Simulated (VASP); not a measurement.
# Ta (Pm-3m) in VASP: a series of runs

The runs below take Ta through density of states, with PBE.

All numbers are computed with VASP 6.6.1; they aren't measurements. Logs are shortened: lines on timing, memory, paths and dates and some standing lists are left out, and cuts for length are marked.

### Step 1. The cell of the first run

It takes space group Pm-3m (No. 221, cubic). Conventional cell: a = 2.505 Å, b = 2.505 Å, c = 2.505 Å, α = 90.00°, β = 90.00°, γ = 90.00°. Within 3.3 Å of Ta (site symmetry m-3m) lie 6 Ta at 2.50 Å.

### Step 2. Density of states, PBE (volume scaled by 0.76)

Input file POSCAR:

```
Ta
1.0
    2.5049623144      0.0000000000      0.0000000000
    0.0000000000      2.5049623144      0.0000000000
    0.0000000000      0.0000000000      2.5049623144
Ta
1
Direct
    0.0000000000      0.0000000000      0.0000000000
```

Input file INCAR.step1:

```
SYSTEM = Ta
PREC     = Accurate       ! precision mode
ENCUT    = 520            ! plane-wave cutoff, eV
EDIFF    = 1E-7           ! SCF threshold, eV
ISMEAR   = -1             ! smearing method
SIGMA    = 0.08           ! smearing width, eV
LREAL    = .FALSE.        ! projectors in reciprocal space
LASPH    = .TRUE.         ! aspherical terms in the spheres
NELM     = 100            ! most SCF steps
ALGO     = Normal         ! electronic algorithm
ISIF     = 2              ! what is computed and relaxed
LWAVE    = .FALSE.        ! write WAVECAR
LCHARG   = .TRUE.         ! write CHGCAR
LMAXMIX  = 4              ! l up to which the mixer works
GGA      = PE             ! functional
NBANDS   = 12             ! bands
```

Input file KPOINTS.step1:

```
Automatic mesh
0
G
  14 14 14
  0 0 0
```

Input file INCAR.step2:

```
SYSTEM = Ta
PREC     = Accurate       ! precision mode
ENCUT    = 520            ! plane-wave cutoff, eV
EDIFF    = 1E-7           ! SCF threshold, eV
ISMEAR   = -5             ! smearing method
SIGMA    = 0.08           ! smearing width, eV
LREAL    = .FALSE.        ! projectors in reciprocal space
LASPH    = .TRUE.         ! aspherical terms in the spheres
NELM     = 100            ! most SCF steps
ALGO     = Normal         ! electronic algorithm
ISIF     = 2              ! what is computed and relaxed
LWAVE    = .FALSE.        ! write WAVECAR
LCHARG   = .FALSE.        ! write CHGCAR
LMAXMIX  = 4              ! l up to which the mixer works
GGA      = PE             ! functional
LORBIT   = 10             ! projections on sites
NBANDS   = 12             ! bands
NEDOS    = 1001           ! points of the DOS
ICHARG   = 11             ! starting density
```

Input file KPOINTS.step2:

```
Automatic mesh
0
G
  21 21 21
  0 0 0
```

Potentials or basis: VASP PAW PBE potentials, release 64 (Ta_pv).

Command:

```bash
$ cat potpaw_PBE.64/Ta_pv/POTCAR > POTCAR
$ cp INCAR.step1 INCAR
$ cp KPOINTS.step1 KPOINTS
$ mpirun -np 1 vasp_std > vasp.out
$ cp INCAR.step2 INCAR
$ cp KPOINTS.step2 KPOINTS
$ mpirun -np 1 vasp_std > vasp.out
```

OUTCAR:

```text
SYSTEM = Ta
   PREC = Accurate
   ENCUT = 520
   EDIFF = 1E-7
   ISMEAR = -5
   LREAL = .FALSE.
   LASPH = .TRUE.
   NELM = 100
   ISIF = 2
   GGA = PE
   LORBIT = 10
   ICHARG = 11

 ion  position               nearest neighbor table
   1  0.000  0.000  0.000-

  LATTYP: Found a simple cubic cell.
 ALAT       =     2.5049623144

  Lattice vectors:

 A1 = (   2.5049623144,   0.0000000000,   0.0000000000)
 A2 = (   0.0000000000,   2.5049623144,   0.0000000000)
 A3 = (   0.0000000000,   0.0000000000,   2.5049623144)

Analysis of symmetry for initial positions (statically):
=====================================================================
 Subroutine PRICEL returns:
 Original cell was already a primitive cell.

 Routine SETGRP: Setting up the symmetry group for a
 simple cubic supercell.

 Subroutine GETGRP returns: Found 48 space group operations
 (whereof 48 operations were pure point group operations)
 out of a pool of 48 trial point group operations.

The static configuration has the point symmetry O_h .

Analysis of symmetry for dynamics (positions and initial velocities):
=====================================================================
 Subroutine PRICEL returns:
 Original cell was already a primitive cell.

 Routine SETGRP: Setting up the symmetry group for a
 simple cubic supercell.

 Subroutine GETGRP returns: Found 48 space group operations
 (whereof 48 operations were pure point group operations)
 out of a pool of 48 trial point group operations.

The dynamic configuration has the point symmetry O_h .

 Subroutine INISYM returns: Found 48 space group operations
 (whereof 48 operations are pure point group operations),
 and found     1 'primitive' translations

----------------------------------------------------------------------------------------

                                     Primitive cell

  volume of cell :      15.7182

  direct lattice vectors                    reciprocal lattice vectors
     2.504962314  0.000000000  0.000000000     0.399207603  0.000000000  0.000000000
     0.000000000  2.504962314  0.000000000     0.000000000  0.399207603  0.000000000
     0.000000000  0.000000000  2.504962314     0.000000000  0.000000000  0.399207603

  length of vectors
     2.504962314  2.504962314  2.504962314     0.399207603  0.399207603  0.399207603

  position of ions in fractional coordinates (direct lattice)
     0.000000000  0.000000000  0.000000000

  ion indices of the primitive-cell ions
   primitive index   ion index
                 1           1

----------------------------------------------------------------------------------------

 KPOINTS: Automatic mesh

Automatic generation of k-mesh.
 Grid dimensions read from file:
 generate k-points for:   21   21   21

 Generating k-lattice:

  Cartesian coordinates                     Fractional coordinates (reciprocal lattice)
     0.019009886  0.000000000  0.000000000     0.047619048  0.000000000  0.000000000
     0.000000000  0.019009886  0.000000000     0.000000000  0.047619048  0.000000000
     0.000000000  0.000000000  0.019009886     0.000000000  0.000000000  0.047619048

  Length of vectors
     0.019009886  0.019009886  0.019009886

  Shift w.r.t. Gamma in fractional coordinates (k-lattice)
     0.000000000  0.000000000  0.000000000

 TETIRR: Found   4601 inequivalent tetrahedra from    55566

 Subroutine IBZKPT returns following result:
 ===========================================

 Found    286 irreducible k-points:

 Following reciprocal coordinates:
            Coordinates               Weight
  0.000000  0.000000  0.000000      1.000000
  0.047619  0.000000  0.000000      6.000000
  0.095238  0.000000  0.000000      6.000000
  0.142857  0.000000  0.000000      6.000000
  0.190476  0.000000  0.000000      6.000000
  0.238095  0.000000  0.000000      6.000000
[... 16 lines left out ...]
  0.142857  0.095238  0.000000     24.000000
  0.190476  0.095238  0.000000     24.000000
 [... further k-points ...]
   k-points           NKPTS =    286   k-points in BZ     NKDIM =    286   number of bands    NBANDS=     12
   number of dos      NEDOS =   1001   number of ions     NIONS =      1
   total plane-waves  NPLWV =   8000
   dimension x,y,z NGX =    20 NGY =   20 NGZ =   20
   dimension x,y,z NGXF=    40 NGYF=   40 NGZF=   40
   ions per type =               1
   NGX,Y,Z   is equivalent  to a cutoff of  13.27, 13.27, 13.27 a.u.
   NGXF,Y,Z  is equivalent  to a cutoff of  26.55, 26.55, 26.55 a.u.
 SYSTEM =  Ta
   PREC   = accura    normal or accurate (medium, high low for compatibility)
   ISTART =      0    job   : 0-new  1-cont  2-samecut
   ICHARG =     11    charge: 1-file 2-atom 10-const
   ISPIN  =      1    spin polarized calculation?
   LNONCOLLINEAR =      F non collinear calculations
   LSORBIT =      F    spin-orbit coupling
   LASPH  =      T    aspherical Exc in radial PAW
   ENCUT  =  520.0 eV  38.22 Ry    6.18 a.u.   4.66  4.66  4.66*2*pi/ulx,y,z
   NELM   =    100;   NELMIN=  2; NELMDL=  0     # of ELM steps
   EDIFF  = 0.1E-06   stopping-criterion for ELM
   LREAL  =      F    real-space projection
   EDIFFG = 0.1E-05   stopping-criterion for IOM
   NSW    =      0    number of steps for IOM
   IBRION =     -1    ionic relax: 0-MD 1-quasi-New 2-CG
   NFREE  =      0    steps in history (QN), initial steepest desc. (CG)
   ISIF   =      2    stress and relaxation
   ISYM   =      2    0-nonsym 1-usesym 2-fastsym
   POTIM  = 0.5000    time-step for ionic-motion
   TEBEG  =    0.0;   TEEND  =   0.0 temperature during run
   PSTRESS=    0.0 pullay stress
   NELECT =      11.0000    total number of electrons
   NUPDOWN=      -1.0000    fix difference up-down
   EMIN   =  10.00;   EMAX   =-10.00  energy-range for DOS
   EFERMI =   0.00;   METHOD = LEGACY
   ISMEAR =    -5;   SIGMA  =   0.08  broadening in eV -4-tet -1-fermi 0-gaus
   EFERMI_NEDOS =   21; number of points for ismear=-14 and -15
   IALGO  =     38    algorithm
   IMIX   =      4    mixing-type and parameters
     AMIX     =   0.40;   BMIX     =  1.00
     AMIX_MAG =   1.60;   BMIX_MAG =  1.00
  volume/ion in A,a.u.               =      15.72       106.07
  Fermi-wavevector in a.u.,A,eV,Ry     =   1.453465  2.746650 28.743124  2.112560
  Thomas-Fermi vector in A             =   2.570728
   LORBIT       =     10    0 simple, 1 ext, 2 COOP (PROOUT), +10 PAW based schemes
   GGA     = PE    functional components
   LHFCALC =     F    Hartree Fock is set to
   AEXX    =    0.0000 exact exchange contribution
   IVDW    =     0    specifies the selected vdW correction
   LEPSILON=     F    determine dielectric tensor
   LRPA    =     F    only Hartree local field effects (RPA)
 non-spin polarized calculation
 Fermi weights with tetrahedron method with Bloechl corrections
  energy-cutoff  :      520.00
  volume of cell :       15.72
 maximum number of plane-waves:       443
 NGX is ok and might be reduce to    20

 number of electron      10.9999996 magnetization

 Free energy of the ion-electron system (eV)
  ---------------------------------------------------
  ext. energy  EPLUGINS =         0.00000000
  ---------------------------------------------------
  free energy    TOTEN  =        -9.86427895 eV

  energy without entropy =       -9.86427895  energy(sigma->0) =       -9.86427895

 E-fermi :   6.7061     XC(G=0): -13.2166

 val. band max:        6.7736732505   @ k =   0.2857   0.2381   0.2381
 cond. band min:       6.6778372798   @ k =   0.3333   0.1905   0.1905
 fundamental gap:     -0.0958359707
 Fermi energy:         6.7060776808

 k-point     1 :       0.0000    0.0000    0.0000
  band No.  band energies     occupation
      1     -25.8506      2.00000
      2     -25.8506      2.00000
      3     -25.8506      2.00000
      4      -1.4949      2.00000
      5       2.9255      2.00000
      6       2.9255      2.00000
      7      15.0516      0.00000
      8      15.0516      0.00000
      9      15.0516      0.00000
     10      21.7647      0.00000
     11      24.1619      0.00000
     12      24.1619      0.00000

 k-point     2 :       0.0476    0.0000    0.0000
  band No.  band energies     occupation
      1     -25.9172      2.00000
      2     -25.8451      2.00000
      3     -25.8451      2.00000
      4      -1.3990      2.00000
      5       2.9513      2.00000
      6       3.0401      2.00000
      7      14.8412      0.00000
      8      14.8412      0.00000
      9      15.0649      0.00000
     10      21.7632      0.00000
     11      23.6751      0.00000
     12      24.3989      0.00000

 k-point     3 :       0.0952    0.0000    0.0000
  band No.  band energies     occupation
      1     -26.1078      2.00000
      2     -25.8292      2.00000
      3     -25.8292      2.00000
      4      -1.1272      2.00000
      5       3.0275      2.00000
      6       3.3831      2.00000
      7      14.2827      0.00000
      8      14.2827      0.00000
      9      15.1037      0.00000
     10      21.7537      0.00000
     11      22.5710      0.00000
     12      25.0334      0.00000
[... 286 lines left out ...]
 k-point    23 :       0.1429    0.0952    0.0000
  band No.  band energies     occupation
      1     -26.3751      2.00000
      2     -26.0563      2.00000
      3     -25.7831      2.00000
      4      -0.3481      2.00000
      5       3.4853      2.00000
      6       4.1501      2.00000
      7      12.6637      0.00000
      8      13.5380      0.00000
      9      14.5005      0.00000
     10      21.7279      0.00000
     11      22.1403      0.00000
     12      24.1948      0.00000

 k-point    24 :       0.1905    0.0952    0.0000
  band No.  band energies     occupation
      1     -26.7273      2.00000
      2     -26.0227      2.00000
      3     -25.7512      2.00000
      4       0.1430      2.00000
      5       3.6613      2.00000
      6       4.8617      2.00000
      7      11.8344      0.00000
      8      12.7460      0.00000
      9      14.5714      0.00000
     10      20.8690      0.00000
     11      21.7845      0.00000
     12      25.0010      0.00000

 [... further k-points ...]
[... 5 lines left out ...]
  --------------------------------------------------------------------------------------
  -------------------------------------------------------------------------------------
  Total        6.6917080      6.6917080      6.6917080      0.0000000     -0.0000000      0.0000000
  in kB      682.0935980    682.0935980    682.0935980      0.0000000     -0.0000000      0.0000000
  external PRESSURE =     682.0935980 kB  Pullay stress =       0.0000000 kB

 VOLUME and BASIS-vectors are now :
 -----------------------------------------------------------------------------
  energy-cutoff  :      520.00
  volume of cell :       15.72
      direct lattice vectors                 reciprocal lattice vectors
     2.504962314  0.000000000  0.000000000     0.399207603  0.000000000  0.000000000
     0.000000000  2.504962314  0.000000000     0.000000000  0.399207603  0.000000000
     0.000000000  0.000000000  2.504962314     0.000000000  0.000000000  0.399207603

 POSITION                                       TOTAL-FORCE (eV/Angst)
 -----------------------------------------------------------------------------------
      0.00000      0.00000      0.00000         0.000000      0.000000      0.000000
 -----------------------------------------------------------------------------------
    total drift:                               -0.000000     -0.000000     -0.000000

  FREE ENERGIE OF THE ION-ELECTRON SYSTEM (eV)
  ---------------------------------------------------
  free  energy   TOTEN  =        -9.8642789541 eV

  energy  without entropy=       -9.8642789541  energy(sigma->0) =       -9.86427895

 total charge

# of ion       s       p       d       tot
------------------------------------------
    1        0.470   6.157   2.885   9.511
```

Run time: 21 s. Hardware: 1 thread of AMD EPYC 9R45 (Zen 5), shared host; peak memory 0.14 GiB.

Results:

```
Valence electrons inside the program's atomic spheres : Ta 9.51
```

Caveat: spin-orbit coupling is left out, which moves the levels of the heavy elements; tetrahedron occupations give inexact forces and stress in metals.

(Part 1 of 2 ends here.)
